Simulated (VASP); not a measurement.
# AlN (P6_3mc) in VASP: notebook

AlN is run at these levels: PBE; tasks: single point.

All numbers are computed with VASP 6.6.1; they aren't measurements. Logs are shortened: lines on timing, memory, paths and dates and some standing lists are left out, and cuts for length are marked.

**The experiment to reproduce.**

“Self-assembly of well-separated AlN nanowires directly on sputtered metallic TiN films”, 2019, arxiv:1910.07391 quotes, for a bulk crystal of AlN at 10 K: band gap 6.034 eV (an exciton energy, a little under the gap).

How close the calculation comes is told below.

## (1) The cell of the first run

It takes space group P6_3mc (No. 186, hexagonal). Conventional cell: a = 3.193 Å, b = 3.193 Å, c = 4.816 Å, α = 90.00°, β = 90.00°, γ = 120.00°. Al (site symmetry 3m) has 4 N at 1.90 to 1.91 Å within 2.5 Å. Within 2.5 Å of N (site symmetry 3m) lie 4 Al at 1.90 to 1.91 Å.

## (2) Single point, PBE

The input, INCAR:

```
SYSTEM = AlN
PREC = Accurate ; ENCUT = 520
EDIFF = 1E-6 ; ISMEAR = 0
SIGMA = 0.05 ; LREAL = .FALSE.
LASPH = .TRUE. ; NELM = 80
ALGO = Normal ; ISIF = 2
LWAVE = .FALSE. ; LCHARG = .FALSE.
GGA = PE ; NBANDS = 16
```

The input, KPOINTS:

```
regular mesh
0
G
  9 9 6
  0 0 0
```

The input, POSCAR:

```
AlN
1.0
    3.1925000000      0.0000000000      0.0000000000
   -1.5962500000      2.7647861016      0.0000000000
    0.0000000000      0.0000000000      4.8163000000
Al N
2 2
Direct
    0.3333333333      0.6666666667     -0.0046813000
    0.6666666667      0.3333333333      0.4953187000
    0.3333333333      0.6666666667      0.3896813000
    0.6666666667      0.3333333333      0.8896813000
```

Potentials or basis: VASP PAW PBE potentials, release 64 (Al, N).

On the command line:

```sh
$ cat potpaw_PBE.64/Al/POTCAR potpaw_PBE.64/N/POTCAR > POTCAR
$ mpirun -np 1 vasp_std > vasp.out
```

OUTCAR:

```text
SYSTEM = AlN
   PREC = Accurate
   ENCUT = 520
   EDIFF = 1E-6
   ISMEAR = 0
   LREAL = .FALSE.
   LASPH = .TRUE.
   NELM = 80
   ISIF = 2
   GGA = PE

 ion  position               nearest neighbor table
   1  0.333  0.667  0.995-   3 1.90   4 1.91   4 1.91   4 1.91   2 3.03   2 3.03   2 3.03   2 3.03
                             2 3.03   2 3.03
   2  0.667  0.333  0.495-   4 1.90   3 1.91   3 1.91   3 1.91   1 3.03   1 3.03   1 3.03   1 3.03
                             1 3.03   1 3.03
   3  0.333  0.667  0.390-   1 1.90   2 1.91   2 1.91   2 1.91
   4  0.667  0.333  0.890-   2 1.90   1 1.91   1 1.91   1 1.91

  LATTYP: Found a hexagonal cell.
 ALAT       =     3.1925000000
 C/A-ratio  =     1.5086296006

  Lattice vectors:

 A1 = (   3.1925000000,   0.0000000000,   0.0000000000)
 A2 = (  -1.5962500000,   2.7647861016,   0.0000000000)
 A3 = (   0.0000000000,   0.0000000000,   4.8163000000)

Analysis of symmetry for initial positions (statically):
=====================================================================
 Subroutine PRICEL returns:
 Original cell was already a primitive cell.

 Routine SETGRP: Setting up the symmetry group for a
 hexagonal supercell.

 Subroutine GETGRP returns: Found 12 space group operations
 (whereof  6 operations were pure point group operations)
 out of a pool of 24 trial point group operations.

The static configuration has the point symmetry C_3v.
 The point group associated with its full space group is C_6v.

Analysis of symmetry for dynamics (positions and initial velocities):
=====================================================================
 Subroutine PRICEL returns:
 Original cell was already a primitive cell.

 Routine SETGRP: Setting up the symmetry group for a
 hexagonal supercell.

 Subroutine GETGRP returns: Found 12 space group operations
 (whereof  6 operations were pure point group operations)
 out of a pool of 24 trial point group operations.

The dynamic configuration has the point symmetry C_3v.
 The point group associated with its full space group is C_6v.

 Subroutine INISYM returns: Found 12 space group operations
 (whereof  6 operations are pure point group operations),
 and found     1 'primitive' translations

----------------------------------------------------------------------------------------

                                     Primitive cell

  volume of cell :      42.5115

  direct lattice vectors                    reciprocal lattice vectors
     3.192500000  0.000000000  0.000000000     0.313234143  0.180845817  0.000000000
    -1.596250000  2.764786102  0.000000000     0.000000000  0.361691633  0.000000000
     0.000000000  0.000000000  4.816300000     0.000000000  0.000000000  0.207628262
[... 90 lines left out ...]
   EDIFFG = 0.1E-04   stopping-criterion for IOM
   NSW    =      0    number of steps for IOM
   IBRION =     -1    ionic relax: 0-MD 1-quasi-New 2-CG
   NFREE  =      0    steps in history (QN), initial steepest desc. (CG)
   ISIF   =      2    stress and relaxation
   ISYM   =      2    0-nonsym 1-usesym 2-fastsym
   POTIM  = 0.5000    time-step for ionic-motion
   TEBEG  =    0.0;   TEEND  =   0.0 temperature during run
   PSTRESS=    0.0 pullay stress
   NELECT =      16.0000    total number of electrons
   NUPDOWN=      -1.0000    fix difference up-down
   EMIN   =  10.00;   EMAX   =-10.00  energy-range for DOS
   EFERMI =   0.00;   METHOD = LEGACY
   ISMEAR =     0;   SIGMA  =   0.05  broadening in eV -4-tet -1-fermi 0-gaus
   EFERMI_NEDOS =   21; number of points for ismear=-14 and -15
   IALGO  =     38    algorithm
   IMIX   =      4    mixing-type and parameters
     AMIX     =   0.40;   BMIX     =  1.00
     AMIX_MAG =   1.60;   BMIX_MAG =  1.00
  volume/ion in A,a.u.               =      10.63        71.72
  Fermi-wavevector in a.u.,A,eV,Ry     =   1.181987  2.233632 19.008620  1.397094
  Thomas-Fermi vector in A             =   2.318250
   LORBIT       =      0    0 simple, 1 ext, 2 COOP (PROOUT), +10 PAW based schemes
   GGA     = PE    functional components
   LHFCALC =     F    Hartree Fock is set to
   AEXX    =    0.0000 exact exchange contribution
   IVDW    =     0    specifies the selected vdW correction
   LEPSILON=     F    determine dielectric tensor
   LRPA    =     F    only Hartree local field effects (RPA)
 non-spin polarized calculation
 Gauss-broadening in eV      SIGMA  =   0.05
  energy-cutoff  :      520.00
  volume of cell :       42.51
 maximum number of plane-waves:      1182
 NGX is ok and might be reduce to    24
   NGX = 11   NGY = 11   NGZ = 17

 number of electron      16.0000004 magnetization

 Free energy of the ion-electron system (eV)
  ---------------------------------------------------
  ext. energy  EPLUGINS =         0.00000000
  ---------------------------------------------------
  free energy    TOTEN  =       -29.70100541 eV

  energy without entropy =      -29.70100541  energy(sigma->0) =      -29.70100541

 E-fermi :   6.6405     XC(G=0): -10.8345

 val. band max:        6.3503723186   @ k =   0.0000   0.0000   0.0000
 cond. band min:      10.0520757983   @ k =   0.0000   0.0000   0.0000
 fundamental gap:      3.7017034798
 Fermi energy:         6.6404657805

 k-point     1 :       0.0000    0.0000    0.0000
  band No.  band energies     occupation
      1      -9.0959      2.00000
      2      -6.7480      2.00000
      3       0.2938      2.00000
      4       4.8429      2.00000
      5       4.8429      2.00000
      6       5.6716      2.00000
[... 433 lines left out ...]
      3       1.2748      2.00000
      4       1.8110      2.00000
      5       1.8110      2.00000
      6       3.5178      2.00000
[... 8 lines left out ...]
     15      18.6449      0.00000
     16      20.4765      0.00000

 [... further k-points ...]
[... 5 lines left out ...]
  --------------------------------------------------------------------------------------
  -------------------------------------------------------------------------------------
  Total       -1.4598531     -1.4598531      2.1663502      0.0000000      0.0000000      0.0000000
  in kB      -55.0191361    -55.0191361     81.6456923      0.0000000      0.0000000      0.0000000
  external PRESSURE =      -9.4641933 kB  Pullay stress =       0.0000000 kB

 VOLUME and BASIS-vectors are now :
 -----------------------------------------------------------------------------
  energy-cutoff  :      520.00
  volume of cell :       42.51
      direct lattice vectors                 reciprocal lattice vectors
     3.192500000  0.000000000  0.000000000     0.313234143  0.180845817  0.000000000
    -1.596250000  2.764786102  0.000000000     0.000000000  0.361691633  0.000000000
     0.000000000  0.000000000  4.816300000     0.000000000  0.000000000  0.207628262

 POSITION                                       TOTAL-FORCE (eV/Angst)
 -----------------------------------------------------------------------------------
     -0.00000      1.84319      4.79375         0.000000      0.000000      0.002751
      1.59625      0.92160      2.38560        -0.000000     -0.000000      0.002751
     -0.00000      1.84319      1.87682         0.000000     -0.000000     -0.002751
      1.59625      0.92160      4.28497        -0.000000     -0.000000     -0.002751
 -----------------------------------------------------------------------------------
    total drift:                               -0.000000     -0.000000      0.000747

  FREE ENERGIE OF THE ION-ELECTRON SYSTEM (eV)
  ---------------------------------------------------
  free  energy   TOTEN  =       -29.7010054111 eV

  energy  without entropy=      -29.7010054111  energy(sigma->0) =      -29.70100541
```

OSZICAR:

```text
N       E                     dE             d eps       ncg     rms          rms(c)
DAV:   1     0.424986794153E+02    0.42499E+02   -0.73629E+03  1536   0.898E+02
DAV:   2    -0.307498955729E+02   -0.73249E+02   -0.67125E+02  2192   0.186E+02
DAV:   3    -0.343436323440E+02   -0.35937E+01   -0.35827E+01  1856   0.432E+01
DAV:   4    -0.343661707815E+02   -0.22538E-01   -0.22537E-01  1928   0.383E+00
DAV:   5    -0.343664714573E+02   -0.30068E-03   -0.30067E-03  1872   0.447E-01    0.120E+01
DAV:   6    -0.296892515662E+02    0.46772E+01   -0.10470E+01  1880   0.235E+01    0.409E+00
DAV:   7    -0.297136317821E+02   -0.24380E-01   -0.66292E-01  1608   0.575E+00    0.291E+00
DAV:   8    -0.297062511264E+02    0.73807E-02   -0.67020E-02  1736   0.237E+00    0.675E-01
DAV:   9    -0.297004378241E+02    0.58133E-02   -0.13231E-02  1920   0.870E-01    0.260E-01
DAV:  10    -0.297011019976E+02   -0.66417E-03   -0.26151E-03  1648   0.325E-01    0.146E-01
DAV:  11    -0.297010011896E+02    0.10081E-03   -0.22700E-04  1744   0.118E-01    0.329E-02
DAV:  12    -0.297010055987E+02   -0.44091E-05   -0.13480E-05  1776   0.292E-02    0.967E-03
DAV:  13    -0.297010054111E+02    0.18761E-06   -0.54237E-06  1696   0.182E-02
   1 F= -.29701005E+02 E0= -.29701005E+02  d E =-.139532E-18
```

Wall time 15 s (1 thread of AMD EPYC 9R45 (Zen 5), shared host); peak memory 0.13 GiB.

Results:

```yaml
Free_energy: -29.7010 eV
Pressure: -0.9 GPa
Band_gap_on_the_k_mesh: 3.70 eV, direct
```

Forces on the atoms (eV/Å):
```
Al   0.000  0.000  0.003
Al   0.000  0.000  0.003
N    0.000  0.000 -0.003
N    0.000  0.000 -0.003
```

## (3) Single point, PBE

This run uses another cell than the first one, of 8.81 Å³/atom, 0.829 times its volume.

The input, INCAR:

```
SYSTEM = AlN
ALGO = Normal
EDIFF = 1E-6
ENCUT = 520
GGA = PE
ISIF = 2
ISMEAR = 0
LASPH = .True.
LCHARG = .False.
LREAL = .False.
LWAVE = .False.
NBANDS = 16
NELM = 60
PREC = Accurate
SIGMA = 0.05
```

The input, KPOINTS:

```
k-points
0
Gamma
  9 9 6
  0 0 0
```

The input, POSCAR:

```
AlN
1.0
    3.0360000000      0.0000000000      0.0000000000
   -1.5180000000      2.6292531259      0.0000000000
    0.0000000000      0.0000000000      4.4149000000
Al N
2 2
Direct
    0.3333333333      0.6666666667     -0.0147557761
    0.6666666667      0.3333333333      0.4852442239
    0.3333333333      0.6666666667      0.3997557761
    0.6666666667      0.3333333333      0.8997557761
```

Potentials or basis: VASP PAW PBE potentials, release 64 (Al, N).

On the command line:

```sh
$ cat potpaw_PBE.64/Al/POTCAR potpaw_PBE.64/N/POTCAR > POTCAR
$ mpirun -np 1 vasp_std > vasp.out
```

OUTCAR:

```text
SYSTEM = AlN
   EDIFF = 1E-6
   ENCUT = 520
   GGA = PE
   ISIF = 2
   ISMEAR = 0
   LASPH = .True.
   LREAL = .False.
   NELM = 60
   PREC = Accurate

 ion  position               nearest neighbor table
   1  0.333  0.667  0.985-   4 1.79   4 1.79   4 1.79   3 1.83   2 2.82   2 2.82   2 2.82   2 2.82
                             2 2.82   2 2.82
   2  0.667  0.333  0.485-   3 1.79   3 1.79   3 1.79   4 1.83   1 2.82   1 2.82   1 2.82   1 2.82
                             1 2.82   1 2.82
   3  0.333  0.667  0.400-   2 1.79   2 1.79   2 1.79   1 1.83
   4  0.667  0.333  0.900-   1 1.79   1 1.79   1 1.79   2 1.83

  LATTYP: Found a hexagonal cell.
 ALAT       =     3.0360000000
 C/A-ratio  =     1.4541831357

  Lattice vectors:

 A1 = (   3.0360000000,   0.0000000000,   0.0000000000)
 A2 = (  -1.5180000000,   2.6292531259,   0.0000000000)
 A3 = (   0.0000000000,   0.0000000000,   4.4149000000)

Analysis of symmetry for initial positions (statically):
=====================================================================
 Subroutine PRICEL returns:
[... 174 lines left out ...]
  free energy    TOTEN  =       -28.72231279 eV

  energy without entropy =      -28.72231279  energy(sigma->0) =      -28.72231279

 E-fermi :   9.0050     XC(G=0): -11.6819

 val. band max:        8.7782896274   @ k =   0.0000   0.0000   0.0000
 cond. band min:      13.6585144402   @ k =   0.3333   0.3333   0.0000
 fundamental gap:      4.8802248128
 Fermi energy:         9.0049575498

 k-point     1 :       0.0000    0.0000    0.0000
  band No.  band energies     occupation
      1      -8.3697      2.00000
      2      -5.0933      2.00000
      3       1.4589      2.00000
      4       6.3892      2.00000
      5       6.3892      2.00000
      6       7.4395      2.00000
[... 433 lines left out ...]
      3       2.2666      2.00000
      4       3.3568      2.00000
      5       3.3568      2.00000
      6       5.1391      2.00000
[... 8 lines left out ...]
     15      21.9486      0.00000
     16      24.6359      0.00000

 [... further k-points ...]
[... 5 lines left out ...]
  --------------------------------------------------------------------------------------
  -------------------------------------------------------------------------------------
  Total       10.1760882     10.1760882     10.9514740      0.0000000      0.0000000      0.0000000
  in kB      462.6327850    462.6327850    497.8839445      0.0000000      0.0000000      0.0000000
  external PRESSURE =     474.3831715 kB  Pullay stress =       0.0000000 kB

 VOLUME and BASIS-vectors are now :
 -----------------------------------------------------------------------------
  energy-cutoff  :      520.00
  volume of cell :       35.24
      direct lattice vectors                 reciprocal lattice vectors
     3.036000000  0.000000000  0.000000000     0.329380764  0.190168073  0.000000000
    -1.518000000  2.629253126  0.000000000     0.000000000  0.380336146  0.000000000
     0.000000000  0.000000000  4.414900000     0.000000000  0.000000000  0.226505697

 POSITION                                       TOTAL-FORCE (eV/Angst)
 -----------------------------------------------------------------------------------
     -0.00000      1.75284      4.34975         0.000000     -0.000000      0.004745
      1.51800      0.87642      2.14230        -0.000000      0.000000      0.004745
     -0.00000      1.75284      1.76488         0.000000      0.000000     -0.004745
      1.51800      0.87642      3.97233        -0.000000      0.000000     -0.004745
 -----------------------------------------------------------------------------------
    total drift:                               -0.000000     -0.000000     -0.000206

  FREE ENERGIE OF THE ION-ELECTRON SYSTEM (eV)
  ---------------------------------------------------
  free  energy   TOTEN  =       -28.7223127870 eV

  energy  without entropy=      -28.7223127870  energy(sigma->0) =      -28.72231279
```

stdout:

```text
POSCAR found type information on POSCAR AlN
 POSCAR found :  2 types and       4 ions
 scaLAPACK will be used
 LDA part: xc-table for (Slater+PW92), standard interpolation
 POSCAR, INCAR and KPOINTS ok, starting setup
 FFT: planning ... GRIDC
 FFT: planning ... GRID_SOFT
 FFT: planning ... GRID
 WAVECAR not read
 entering main loop
```

It took 8.2 s on 1 thread of Intel Xeon 6975P-C (Granite Rapids), shared host; peak memory 0.15 GiB.

What came out:

* Free energy: -28.7223 eV
* Pressure: 47.4 GPa
* Largest force: 0.005 eV/Å
* Band gap on the k mesh: 4.88 eV, indirect (least direct gap 4.91 eV)

Forces in eV/Å, atoms in the order of the input:
```
Al   0.000  0.000  0.005
Al   0.000  0.000  0.005
N    0.000  0.000 -0.005
N    0.000  0.000 -0.005
```

Stress tensor (GPa, compression positive):
```
46.26  0.00  0.00
 0.00 46.26  0.00
 0.00  0.00 49.79
```

A k mesh can miss the band edges. Expect the measured gap to be larger: semilocal functionals such as PBE lack the derivative discontinuity.

[end of part 1 of 2]
